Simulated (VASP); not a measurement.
# TaN (P-6m2) in VASP: single point with LDA

Aim: the single point of TaN with LDA.

Everything below comes from runs of VASP 6.6.1. Logs are shortened: lines on timing, memory, paths and dates and some standing lists are left out, and cuts for length are marked.

### 1 The cell of the first run

It takes space group P-6m2 (No. 187, hexagonal). The conventional cell has a = 2.938 Å, b = 2.938 Å, c = 2.883 Å, α = 90.00°, β = 90.00°, γ = 120.00°. Ta (site symmetry -6m2) has 6 N at 2.23 Å and 8 Ta at 2.88 to 2.94 Å within 3.0 Å. N (site symmetry -6m2) has 6 Ta at 2.23 Å and 8 N at 2.88 to 2.94 Å within 3.0 Å.

### 2 Single point, LDA

INCAR reads:

```
ALGO = Normal
EDIFF = 1E-6
ENCUT = 700
GGA_COMPAT = F
ISIF = 2
ISMEAR = -1
LASPH = T
LCHARG = F
LREAL = F
LWAVE = F
NBANDS = 16
NELM = 120
PREC = Accurate
SIGMA = 0.05
```

KPOINTS reads:

```
k-points
0
Gamma
  10 10 9
```

POSCAR reads:

```
TaN
1.0
    2.9380000000      0.0000000000      0.0000000000
   -1.4690000000      2.5443830000      0.0000000000
    0.0000000000      0.0000000000      2.8830000000
Ta N
1 1
Direct
    0.3333333333      0.6666666667      0.5000000000
    0.0000000000      0.0000000000      0.0000000000
```

Potentials or basis: VASP PAW LDA potentials, release 64 (Ta_sv_GW, N).

Run with:

```bash
$ cat potpaw_LDA.64/Ta_sv_GW/POTCAR potpaw_LDA.64/N/POTCAR > POTCAR
$ mpirun -np 1 vasp_std > vasp.out
```

OUTCAR:

```text
EDIFF = 1E-6
   ENCUT = 700
   ISIF = 2
   ISMEAR = -1
   LASPH = T
   LREAL = F
   NELM = 120
   PREC = Accurate

 ion  position               nearest neighbor table
   1  0.333  0.667  0.500-   2 2.23   2 2.23   2 2.23   2 2.23   2 2.23   2 2.23
   2  0.000  0.000  0.000-   1 2.23   1 2.23   1 2.23   1 2.23   1 2.23   1 2.23

  LATTYP: Found a hexagonal cell.
 ALAT       =     2.9380000000
 C/A-ratio  =     0.9812797822

  Lattice vectors:

 A1 = (   2.9380000000,   0.0000000000,   0.0000000000)
 A2 = (  -1.4690000000,   2.5443830000,   0.0000000000)
 A3 = (   0.0000000000,   0.0000000000,   2.8830000000)

Analysis of symmetry for initial positions (statically):
=====================================================================
 Subroutine PRICEL returns:
 Original cell was already a primitive cell.

 Routine SETGRP: Setting up the symmetry group for a
 hexagonal supercell.

 Subroutine GETGRP returns: Found 12 space group operations
 (whereof 12 operations were pure point group operations)
 out of a pool of 24 trial point group operations.

The static configuration has the point symmetry D_3h.

Analysis of symmetry for dynamics (positions and initial velocities):
=====================================================================
 Subroutine PRICEL returns:
 Original cell was already a primitive cell.

 Routine SETGRP: Setting up the symmetry group for a
 hexagonal supercell.

 Subroutine GETGRP returns: Found 12 space group operations
 (whereof 12 operations were pure point group operations)
 out of a pool of 24 trial point group operations.

The dynamic configuration has the point symmetry D_3h.

 Subroutine INISYM returns: Found 12 space group operations
 (whereof 12 operations are pure point group operations),
 and found     1 'primitive' translations

----------------------------------------------------------------------------------------

                                     Primitive cell

  volume of cell :      21.5516

  direct lattice vectors                    reciprocal lattice vectors
     2.938000000  0.000000000  0.000000000     0.340367597  0.196511296  0.000000000
    -1.469000000  2.544383000  0.000000000     0.000000000  0.393022591  0.000000000
     0.000000000  0.000000000  2.883000000     0.000000000  0.000000000  0.346860909

  length of vectors
     2.938000000  2.938000315  2.883000000     0.393022633  0.393022591  0.346860909

  position of ions in fractional coordinates (direct lattice)
     0.333333333  0.666666667  0.500000000
     0.000000000  0.000000000  0.000000000

  ion indices of the primitive-cell ions
   primitive index   ion index
                 1           1
                 2           2

----------------------------------------------------------------------------------------

 KPOINTS: k-points

Automatic generation of k-mesh.
 Grid dimensions read from file:
 generate k-points for:   10   10    9

 Generating k-lattice:

  Cartesian coordinates                     Fractional coordinates (reciprocal lattice)
     0.034036760  0.019651130  0.000000000     0.100000000  0.000000000  0.000000000
     0.000000000  0.039302259  0.000000000     0.000000000  0.100000000  0.000000000
     0.000000000  0.000000000  0.038540101     0.000000000  0.000000000  0.111111111

  Length of vectors
     0.039302263  0.039302259  0.038540101

  Shift w.r.t. Gamma in fractional coordinates (k-lattice)
     0.000000000  0.000000000  0.000000000

 Subroutine IBZKPT returns following result:
 ===========================================

 Found     70 irreducible k-points:

 Following reciprocal coordinates:
            Coordinates               Weight
  0.000000  0.000000  0.000000      1.000000
  0.100000 -0.000000  0.000000      6.000000
  0.200000 -0.000000  0.000000      6.000000
  0.300000  0.000000  0.000000      6.000000
  0.400000 -0.000000  0.000000      6.000000
  0.500000  0.000000  0.000000      3.000000
[... 16 lines left out ...]
  0.300000  0.100000  0.111111     24.000000
  0.400000  0.100000  0.111111     24.000000
 [... further k-points ...]
   k-points           NKPTS =     70   k-points in BZ     NKDIM =     70   number of bands    NBANDS=     16
   number of dos      NEDOS =    301   number of ions     NIONS =      2
   total plane-waves  NPLWV =  21952
   dimension x,y,z NGX =    28 NGY =   28 NGZ =   28
   dimension x,y,z NGXF=    56 NGYF=   56 NGZF=   56
   ions per type =               1   1
   NGX,Y,Z   is equivalent  to a cutoff of  15.84, 15.84, 16.15 a.u.
   NGXF,Y,Z  is equivalent  to a cutoff of  31.69, 31.69, 32.29 a.u.
 SYSTEM =  unknown system
   PREC   = accura    normal or accurate (medium, high low for compatibility)
   ISTART =      0    job   : 0-new  1-cont  2-samecut
   ICHARG =      2    charge: 1-file 2-atom 10-const
   ISPIN  =      1    spin polarized calculation?
   LNONCOLLINEAR =      F non collinear calculations
   LSORBIT =      F    spin-orbit coupling
   LASPH  =      T    aspherical Exc in radial PAW
   ENCUT  =  700.0 eV  51.45 Ry    7.17 a.u.   6.34  6.34  6.22*2*pi/ulx,y,z
   NELM   =    120;   NELMIN=  2; NELMDL= -5     # of ELM steps
   EDIFF  = 0.1E-05   stopping-criterion for ELM
   LREAL  =      F    real-space projection
   EDIFFG = 0.1E-04   stopping-criterion for IOM
   NSW    =      0    number of steps for IOM
   IBRION =     -1    ionic relax: 0-MD 1-quasi-New 2-CG
   NFREE  =      0    steps in history (QN), initial steepest desc. (CG)
   ISIF   =      2    stress and relaxation
   ISYM   =      2    0-nonsym 1-usesym 2-fastsym
   POTIM  = 0.5000    time-step for ionic-motion
   TEBEG  =    0.0;   TEEND  =   0.0 temperature during run
   PSTRESS=    0.0 pullay stress
   NELECT =      18.0000    total number of electrons
   NUPDOWN=      -1.0000    fix difference up-down
   EMIN   =  10.00;   EMAX   =-10.00  energy-range for DOS
   EFERMI =   0.00;   METHOD = LEGACY
   ISMEAR =    -1;   SIGMA  =   0.05  broadening in eV -4-tet -1-fermi 0-gaus
   EFERMI_NEDOS =   21; number of points for ismear=-14 and -15
   IALGO  =     38    algorithm
   IMIX   =      4    mixing-type and parameters
     AMIX     =   0.40;   BMIX     =  1.00
     AMIX_MAG =   1.60;   BMIX_MAG =  1.00
  volume/ion in A,a.u.               =      10.78        72.72
  Fermi-wavevector in a.u.,A,eV,Ry     =   1.541722  2.913432 32.339773  2.376906
  Thomas-Fermi vector in A             =   2.647628
   LORBIT       =      0    0 simple, 1 ext, 2 COOP (PROOUT), +10 PAW based schemes
   GGA     = CA    functional components
   LHFCALC =     F    Hartree Fock is set to
   AEXX    =    0.0000 exact exchange contribution
   IVDW    =     0    specifies the selected vdW correction
   LEPSILON=     F    determine dielectric tensor
   LRPA    =     F    only Hartree local field effects (RPA)
 non-spin polarized calculation
  energy-cutoff  :      700.00
  volume of cell :       21.55
 maximum number of plane-waves:       924
 NGX is ok and might be reduce to    28
   NGX = 13   NGY = 13   NGZ = 13

 number of electron      17.9999999 magnetization

 Free energy of the ion-electron system (eV)
  ---------------------------------------------------
  ext. energy  EPLUGINS =         0.00000000
  ---------------------------------------------------
  free energy    TOTEN  =       -27.21102704 eV

  energy without entropy =      -27.21068079  energy(sigma->0) =      -27.21085392

 E-fermi :  12.1630     XC(G=0): -13.9761

 val. band max:       12.0362038858   @ k =   0.0000   0.0000   0.4444
 cond. band min:      12.3215258209   @ k =   0.0000   0.0000   0.3333
 fundamental gap:      0.2853219351
 Fermi energy:        12.1630452058

 k-point     1 :       0.0000    0.0000    0.0000
  band No.  band energies     occupation
      1     -55.9767      2.00000
      2     -22.4921      2.00000
      3     -22.2315      2.00000
      4     -22.2315      2.00000
      5      -5.3854      2.00000
      6       7.5860      2.00000
[... 8 lines left out ...]
     15      25.0857      0.00000
     16      28.2771      0.00000

 k-point     2 :       0.1000   -0.0000    0.0000
  band No.  band energies     occupation
      1     -55.9692      2.00000
      2     -22.4783      2.00000
      3     -22.3399      2.00000
      4     -22.2547      2.00000
      5      -5.1783      2.00000
      6       7.0046      2.00000
[... 8 lines left out ...]
     15      25.0650      0.00000
     16      28.6743      0.00000

 k-point     3 :       0.2000   -0.0000    0.0000
  band No.  band energies     occupation
      1     -55.9497      2.00000
      2     -22.6148      2.00000
      3     -22.4420      2.00000
      4     -22.3149      2.00000
      5      -4.6273      2.00000
      6       5.8955      2.00000
[... 8 lines left out ...]
     15      25.0904      0.00000
     16      29.2964      0.00000

 k-point     4 :       0.3000    0.0000    0.0000
  band No.  band energies     occupation
      1     -55.9255      2.00000
      2     -22.9387      2.00000
      3     -22.3967      2.00000
      4     -22.3883      2.00000
      5      -3.9173      2.00000
      6       4.8568      2.00000
[... 8 lines left out ...]
     15      25.4330      0.00000
     16      29.0223      0.00000
[... 324 lines left out ...]
 k-point    22 :       0.2000    0.1000    0.1111
  band No.  band energies     occupation
      1     -55.9280      2.00000
      2     -22.7894      2.00000
      3     -22.5194      2.00000
      4     -22.3796      2.00000
      5      -4.0254      2.00000
      6       5.4166      2.00000
[... 8 lines left out ...]
     15      24.8959      0.00000
     16      29.1878      0.00000

 k-point    23 :       0.3000    0.1000    0.1111
  band No.  band energies     occupation
      1     -55.9061      2.00000
      2     -23.0528      2.00000
      3     -22.4756      2.00000
      4     -22.4638      2.00000
      5      -3.4351      2.00000
      6       4.5981      2.00000
[... 8 lines left out ...]
     15      25.1602      0.00000
     16      27.7818      0.00000

 k-point    24 :       0.4000    0.1000    0.1111
  band No.  band energies     occupation
      1     -55.8925      2.00000
      2     -23.2109      2.00000
      3     -22.5166      2.00000
      4     -22.4467      2.00000
      5      -3.0529      2.00000
      6       4.1350      2.00000
[... 8 lines left out ...]
     15      23.9286      0.00000
     16      27.7078      0.00000

 [... further k-points ...]
[... 5 lines left out ...]
  --------------------------------------------------------------------------------------
  -------------------------------------------------------------------------------------
  Total       -1.3553730     -1.3553733     -1.5559262      0.0000000     -0.0000000      0.0000000
  in kB     -100.7605384   -100.7605672   -115.6699812      0.0000000     -0.0000000      0.0000000
  external PRESSURE =    -105.7303622 kB  Pullay stress =       0.0000000 kB

 VOLUME and BASIS-vectors are now :
 -----------------------------------------------------------------------------
  energy-cutoff  :      700.00
  volume of cell :       21.55
      direct lattice vectors                 reciprocal lattice vectors
     2.938000000  0.000000000  0.000000000     0.340367597  0.196511296  0.000000000
    -1.469000000  2.544383000  0.000000000     0.000000000  0.393022591  0.000000000
     0.000000000  0.000000000  2.883000000     0.000000000  0.000000000  0.346860909

 POSITION                                       TOTAL-FORCE (eV/Angst)
 -----------------------------------------------------------------------------------
     -0.00000      1.69626      1.44150         0.000000     -0.000000      0.000000
      0.00000      0.00000      0.00000        -0.000000      0.000000      0.000000
 -----------------------------------------------------------------------------------
    total drift:                                0.000000      0.000006     -0.000000

  FREE ENERGIE OF THE ION-ELECTRON SYSTEM (eV)
  ---------------------------------------------------
  free  energy   TOTEN  =       -27.2110270381 eV

  energy  without entropy=      -27.2106807934  energy(sigma->0) =      -27.21085392
```

Run time: 45 s. Hardware: 1 thread of AMD EPYC 7R13 (Zen 3), shared host; peak memory 0.15 GiB.

Results:

```
Free energy            : -27.2110 eV
Pressure               : -10.6 GPa
Band gap on the k mesh : zero (bands 9 and 10 overlap by 0.29 eV)
```

Caveat: the cell stands under tension; spin-orbit coupling is left out, which moves the levels of the heavy elements.

The gap in the log of VASP goes by the Fermi energy; the results here count the filled bands.